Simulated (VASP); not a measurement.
# Ni2H (P-3m1) in VASP: notebook

Ni2H is run at these levels: LDA; tasks: single point, relaxation of shape and atoms at fixed volume, relaxation of cell and atoms.

Program: VASP 6.6.1. These are calculated values, not measurements. Logs are shortened: lines on timing, memory, paths and dates and some standing lists are left out, and cuts for length are marked.

## 1. The cell of the first run

It takes space group P-3m1 (No. 164, trigonal). The conventional cell has a = 2.485 Å, b = 2.485 Å, c = 4.122 Å, α = 90.00°, β = 90.00°, γ = 120.00°. Ni (site symmetry 3m) has 3 H at 1.79 Å and 12 Ni at 2.45 to 2.58 Å within 2.6 Å. Within 2.5 Å of H (site symmetry -3m) lie 6 Ni at 1.79 Å and 6 H at 2.49 Å.

## 2. Single point, LDA, collinear spin, ferromagnetic start

INCAR reads:

```
SYSTEM = Ni2H
PREC = Accurate
ENCUT = 520
EDIFF = 1E-7
ISMEAR = 0
SIGMA = 0.1
LREAL = .False.
LASPH = .True.
NELM = 150
ALGO = Fast
ISIF = 2
LWAVE = .False.
LCHARG = .False.
ISPIN = 2
MAGMOM = 0.16 0.16 0
LORBIT = 11
LMAXMIX = 4
GGA = CA
NBANDS = 22
```

KPOINTS reads:

```
regular mesh
0
Gamma
  12 12 6
  0 0 0
```

POSCAR reads:

```
Ni2H
1.0
    2.4853479960      0.0000000000      0.0000000000
   -1.2426739980      2.1523745018      0.0000000000
    0.0000000000      0.0000000000      4.1219694093
Ni H
2 1
Direct
    0.3333333333      0.6666666667      0.2598309187
    0.6666666667      0.3333333333      0.7401690813
    0.0000000000      0.0000000000      0.0000000000
```

Potentials or basis: VASP PAW LDA potentials, release 64 (Ni, H).

On the command line:

```sh
cat potpaw_LDA.64/Ni/POTCAR potpaw_LDA.64/H/POTCAR > POTCAR
mpirun -np 1 vasp_std > vasp.out
```

OUTCAR:

```text
SYSTEM = Ni2H
   PREC = Accurate
   ENCUT = 520
   EDIFF = 1E-7
   ISMEAR = 0
   LREAL = .False.
   LASPH = .True.
   NELM = 150
   ISIF = 2
   ISPIN = 2
   LORBIT = 11
   GGA = CA

 ion  position               nearest neighbor table
   1  0.333  0.667  0.260-   3 1.79   3 1.79   3 1.79   2 2.45   2 2.45   2 2.45   2 2.58   2 2.58
                             2 2.58
   2  0.667  0.333  0.740-   3 1.79   3 1.79   3 1.79   1 2.45   1 2.45   1 2.45   1 2.58   1 2.58
                             1 2.58
   3  0.000  0.000  0.000-   1 1.79   2 1.79   2 1.79   1 1.79   2 1.79   1 1.79

  LATTYP: Found a hexagonal cell.
 ALAT       =     2.4853479960
 C/A-ratio  =     1.6585079498

  Lattice vectors:

 A1 = (   2.4853479960,   0.0000000000,   0.0000000000)
 A2 = (  -1.2426739980,   2.1523745018,   0.0000000000)
 A3 = (   0.0000000000,   0.0000000000,   4.1219694093)

Analysis of symmetry for initial positions (statically):
=====================================================================
 Subroutine PRICEL returns:
 Original cell was already a primitive cell.

 Routine SETGRP: Setting up the symmetry group for a
 hexagonal supercell.

 Subroutine GETGRP returns: Found 12 space group operations
 (whereof 12 operations were pure point group operations)
 out of a pool of 24 trial point group operations.

The static configuration has the point symmetry D_3d.

Analysis of symmetry for dynamics (positions and initial velocities):
=====================================================================
 Subroutine PRICEL returns:
 Original cell was already a primitive cell.

 Routine SETGRP: Setting up the symmetry group for a
 hexagonal supercell.

 Subroutine GETGRP returns: Found 12 space group operations
 (whereof 12 operations were pure point group operations)
 out of a pool of 24 trial point group operations.

The dynamic configuration has the point symmetry D_3d.

Analysis of structural, dynamic, and magnetic symmetry:
=====================================================================
 Subroutine PRICEL returns:
 Original cell was already a primitive cell.

 Routine SETGRP: Setting up the symmetry group for a
 hexagonal supercell.

 Subroutine GETGRP returns: Found 12 space group operations
 (whereof 12 operations were pure point group operations)
 out of a pool of 24 trial point group operations.

The overall configuration has the point symmetry D_3d.

 Subroutine INISYM returns: Found 12 space group operations
 (whereof 12 operations are pure point group operations),
 and found     1 'primitive' translations

----------------------------------------------------------------------------------------

                                     Primitive cell

  volume of cell :      22.0501

  direct lattice vectors                    reciprocal lattice vectors
     2.485347996  0.000000000  0.000000000     0.402358141  0.232301581  0.000000000
    -1.242673998  2.152374502  0.000000000     0.000000000  0.464603162  0.000000000
     0.000000000  0.000000000  4.121969409     0.000000000  0.000000000  0.242602480

  length of vectors
     2.485347996  2.485347996  4.121969409     0.464603162  0.464603162  0.242602480

  position of ions in fractional coordinates (direct lattice)
     0.333333333  0.666666667  0.259830919
     0.666666667  0.333333333  0.740169081
     0.000000000  0.000000000  0.000000000

  ion indices of the primitive-cell ions
   primitive index   ion index
                 1           1
                 2           2
                 3           3

----------------------------------------------------------------------------------------

 KPOINTS: regular mesh

Automatic generation of k-mesh.
 Grid dimensions read from file:
 generate k-points for:   12   12    6

 Generating k-lattice:

  Cartesian coordinates                     Fractional coordinates (reciprocal lattice)
     0.033529845  0.019358465  0.000000000     0.083333333  0.000000000  0.000000000
     0.000000000  0.038716930  0.000000000     0.000000000  0.083333333  0.000000000
     0.000000000  0.000000000  0.040433747     0.000000000  0.000000000  0.166666667

  Length of vectors
     0.038716930  0.038716930  0.040433747

  Shift w.r.t. Gamma in fractional coordinates (k-lattice)
     0.000000000  0.000000000  0.000000000

 Subroutine IBZKPT returns following result:
 ===========================================

 Found    100 irreducible k-points:

 Following reciprocal coordinates:
            Coordinates               Weight
  0.000000  0.000000  0.000000      1.000000
  0.083333  0.000000  0.000000      6.000000
  0.166667  0.000000  0.000000      6.000000
  0.250000  0.000000  0.000000      6.000000
  0.333333  0.000000  0.000000      6.000000
  0.416667  0.000000  0.000000      6.000000
[... 16 lines left out ...]
  0.166667  0.000000  0.166667      6.000000
  0.000000  0.166667  0.166667      6.000000
 [... further k-points ...]
   k-points           NKPTS =    100   k-points in BZ     NKDIM =    100   number of bands    NBANDS=     22
   number of dos      NEDOS =    301   number of ions     NIONS =      3
   total plane-waves  NPLWV =  10368
   dimension x,y,z NGX =    18 NGY =   18 NGZ =   32
   dimension x,y,z NGXF=    36 NGYF=   36 NGZF=   64
   ions per type =               2   1
   NGX,Y,Z   is equivalent  to a cutoff of  12.04, 12.04, 12.91 a.u.
   NGXF,Y,Z  is equivalent  to a cutoff of  24.08, 24.08, 25.81 a.u.
 SYSTEM =  Ni2H
   PREC   = accura    normal or accurate (medium, high low for compatibility)
   ISTART =      0    job   : 0-new  1-cont  2-samecut
   ICHARG =      2    charge: 1-file 2-atom 10-const
   ISPIN  =      2    spin polarized calculation?
   LNONCOLLINEAR =      F non collinear calculations
   LSORBIT =      F    spin-orbit coupling
   LASPH  =      T    aspherical Exc in radial PAW
   ENCUT  =  520.0 eV  38.22 Ry    6.18 a.u.   4.62  4.62  7.66*2*pi/ulx,y,z
   NELM   =    150;   NELMIN=  2; NELMDL= -5     # of ELM steps
   EDIFF  = 0.1E-06   stopping-criterion for ELM
   LREAL  =      F    real-space projection
   EDIFFG = 0.1E-05   stopping-criterion for IOM
   NSW    =      0    number of steps for IOM
   IBRION =     -1    ionic relax: 0-MD 1-quasi-New 2-CG
   NFREE  =      0    steps in history (QN), initial steepest desc. (CG)
   ISIF   =      2    stress and relaxation
   ISYM   =      2    0-nonsym 1-usesym 2-fastsym
   POTIM  = 0.5000    time-step for ionic-motion
   TEBEG  =    0.0;   TEEND  =   0.0 temperature during run
   PSTRESS=    0.0 pullay stress
   NELECT =      21.0000    total number of electrons
   NUPDOWN=      -1.0000    fix difference up-down
   EMIN   =  10.00;   EMAX   =-10.00  energy-range for DOS
   EFERMI =   0.00;   METHOD = LEGACY
   ISMEAR =     0;   SIGMA  =   0.10  broadening in eV -4-tet -1-fermi 0-gaus
   EFERMI_NEDOS =   21; number of points for ismear=-14 and -15
   IALGO  =     68    algorithm
   IMIX   =      4    mixing-type and parameters
     AMIX     =   0.40;   BMIX     =  1.00
     AMIX_MAG =   1.60;   BMIX_MAG =  1.00
  volume/ion in A,a.u.               =       7.35        49.60
  Fermi-wavevector in a.u.,A,eV,Ry     =   1.610688  3.043758 35.297794  2.594315
  Thomas-Fermi vector in A             =   2.706198
   LORBIT       =     11    0 simple, 1 ext, 2 COOP (PROOUT), +10 PAW based schemes
   GGA     = CA    functional components
   LHFCALC =     F    Hartree Fock is set to
   AEXX    =    0.0000 exact exchange contribution
   IVDW    =     0    specifies the selected vdW correction
   LEPSILON=     F    determine dielectric tensor
   LRPA    =     F    only Hartree local field effects (RPA)
 spin polarized calculation
 RMM-DIIS sequential band-by-band and
 Gauss-broadening in eV      SIGMA  =   0.10
  energy-cutoff  :      520.00
  volume of cell :       22.05
 maximum number of plane-waves:       608
   NGX =  9   NGY =  9   NGZ = 15

 number of electron      21.0000003 magnetization       0.0007596

 Free energy of the ion-electron system (eV)
  ---------------------------------------------------
  ext. energy  EPLUGINS =         0.00000000
  ---------------------------------------------------
  free energy    TOTEN  =       -16.91890297 eV

  energy without entropy =      -16.90161879  energy(sigma->0) =      -16.91026088

 E-fermi :   9.7622     XC(G=0): -13.9503

 val. band max:        9.7601439411   @ k =   0.5000   0.0000   0.0000
 cond. band min:       9.7714485147   @ k =   0.1667   0.1667   0.5000
 fundamental gap:      0.0113045736
 Fermi energy:         9.7622166908

 spin component 1

 k-point     1 :       0.0000    0.0000    0.0000
  band No.  band energies     occupation
      1      -1.9307      1.00000
      2       4.8383      1.00000
      3       6.7242      1.00000
      4       7.7369      1.00000
      5       7.7369      1.00000
      6       7.7697      1.00000
[... 574 lines left out ...]
      6       7.8794      1.00000
[... 14 lines left out ...]
     21      35.4080      0.00000
     22      38.3279      0.00000

 [... further k-points ...]

 spin component 2

 k-point     1 :       0.0000    0.0000    0.0000
  band No.  band energies     occupation
      1      -1.9307      1.00000
      2       4.8385      1.00000
      3       6.7243      1.00000
      4       7.7373      1.00000
      5       7.7373      1.00000
      6       7.7701      1.00000
[... 574 lines left out ...]
      6       7.8798      1.00000
[... 14 lines left out ...]
     21      35.4081      0.00000
     22      38.3279      0.00000

 [... further k-points ...]

------------------------ aborting loop because EDIFF is reached ----------------------------------------

  FORCE on cell =-STRESS in cart. coord.  units (eV):
  Direction    XX          YY          ZZ          XY          YZ          ZX
  --------------------------------------------------------------------------------------
  -------------------------------------------------------------------------------------
  Total        0.0044873      0.0044873      0.0014741      0.0000000      0.0000000      0.0000000
  in kB        0.3260524      0.3260524      0.1071119      0.0000000      0.0000000      0.0000000
  external PRESSURE =       0.2530722 kB  Pullay stress =       0.0000000 kB

 VOLUME and BASIS-vectors are now :
 -----------------------------------------------------------------------------
  energy-cutoff  :      520.00
  volume of cell :       22.05
      direct lattice vectors                 reciprocal lattice vectors
     2.485347996  0.000000000  0.000000000     0.402358141  0.232301581  0.000000000
    -1.242673998  2.152374502  0.000000000     0.000000000  0.464603162  0.000000000
     0.000000000  0.000000000  4.121969409     0.000000000  0.000000000  0.242602480

 POSITION                                       TOTAL-FORCE (eV/Angst)
 -----------------------------------------------------------------------------------
     -0.00000      1.43492      1.07102        -0.000000      0.000000      0.015861
      1.24267      0.71746      3.05095         0.000000     -0.000000     -0.015861
      0.00000      0.00000      0.00000         0.000000      0.000000      0.000000
 -----------------------------------------------------------------------------------
    total drift:                                0.000000     -0.000000      0.000000

  FREE ENERGIE OF THE ION-ELECTRON SYSTEM (eV)
  ---------------------------------------------------
  free  energy   TOTEN  =       -16.9189029704 eV

  energy  without entropy=      -16.9016187897  energy(sigma->0) =      -16.91026088

 total charge

# of ion       s       p       d       tot
------------------------------------------
    1        0.480   0.573   8.460   9.513
    2        0.480   0.573   8.460   9.513
    3        0.505   0.044   0.000   0.550
--------------------------------------------------
tot          1.465   1.190  16.920  19.576

 magnetization (x)

# of ion       s       p       d       tot
------------------------------------------
    1       -0.000  -0.000   0.000   0.000
    2       -0.000  -0.000   0.000   0.000
    3       -0.000  -0.000   0.000  -0.000
--------------------------------------------------
tot         -0.000  -0.000   0.001   0.001
```

Wall time 3.7 min (1 thread of Oxide Virtual Turin-like, shared host); peak memory 0.15 GiB.

What came out:

* Free energy: -16.9189 eV
* Pressure: 0.0 GPa
* Largest force: 0.016 eV/Å
* Net moment: 0.00 μB per cell
* Valence electrons inside the program's atomic spheres: Ni 9.51; H 0.55

Forces in eV/Å, atoms in the order of the input:
```
Ni   0.000  0.000  0.016
Ni   0.000  0.000 -0.016
H    0.000  0.000  0.000
```

## 3. Relaxation of shape and atoms at fixed volume, LDA (7.23 Å³/atom)

This run uses another cell than the first one, of 7.23 Å³/atom.

INCAR reads:

```
  PREC = Accurate
  ENCUT = 600
  EDIFF = 1E-7
  ISMEAR = -1
  SIGMA = 0.15
  LREAL = False
  LASPH = True
  NELM = 80
  ALGO = Fast
  ISIF = 4
  LWAVE = False
  LCHARG = False
  GGA = CA
  IBRION = 2
  NSW = 80
  EDIFFG = -0.001
```

KPOINTS reads:

```
regular mesh
0
Gamma
  18 18 10
```

POSCAR reads:

```
Ni2H
1.0
    2.4741803938      0.0000000000      0.0000000000
   -1.2370901969      2.1427030746      0.0000000000
    0.0000000000      0.0000000000      4.0900603184
Ni H
2 1
Direct
    0.3333333333      0.6666666667      0.2595512630
    0.6666666667      0.3333333333      0.7404487370
    0.0000000000      0.0000000000      0.0000000000
```

Potentials or basis: VASP PAW LDA potentials, release 64 (Ni, H).

On the command line:

```sh
cat potpaw_LDA.64/Ni/POTCAR potpaw_LDA.64/H/POTCAR > POTCAR
mpirun -np 1 vasp_std > vasp.out
```

It took 6.2 min on 1 thread of Oxide Virtual Turin-like, shared host; peak memory 0.2 GiB.

The run converged. Its results:

```yaml
Free_energy: -17.0290 eV
Energy_gained_by_relaxing: 0.0 meV/atom
Ionic_steps: 4
Pressure_after_relaxing: 5.2 GPa
Band_gap_on_the_k_mesh: zero (an odd number of electrons rules out a gap without spin polarisation)
```

Final structure:
```
Ni H
1.0
     2.47442    0.00000    0.00000
    -1.23721    2.14291    0.00000
     0.00000    0.00000    4.08927
Ni H
2 1
Cartesian
  0.0000 1.4286 1.0627
  1.2372 0.7143 3.0266
  0.0000 0.0000 0.0000
```

Levels at points of the mesh, in eV from the Fermi level:
```
           k point  band 9  band 10  band 11  band 12  band 13  band 14
(0.00, 0.00, 0.00)   -1.40    -1.40    -0.46    -0.46     4.99    15.76
(0.50, 0.00, 0.00)   -0.25    -0.13     0.63     2.73     7.78     8.11
(0.00, 0.00, 0.50)   -0.76    -0.76    -0.70    -0.70    11.38    12.18
(0.50, 0.00, 0.50)   -0.19    -0.18     0.33     0.56     5.88     5.88
```

Spin polarisation is off, so any magnetic state and its effect on volume and gap are missing.

(Continued in part 2 of 2.)
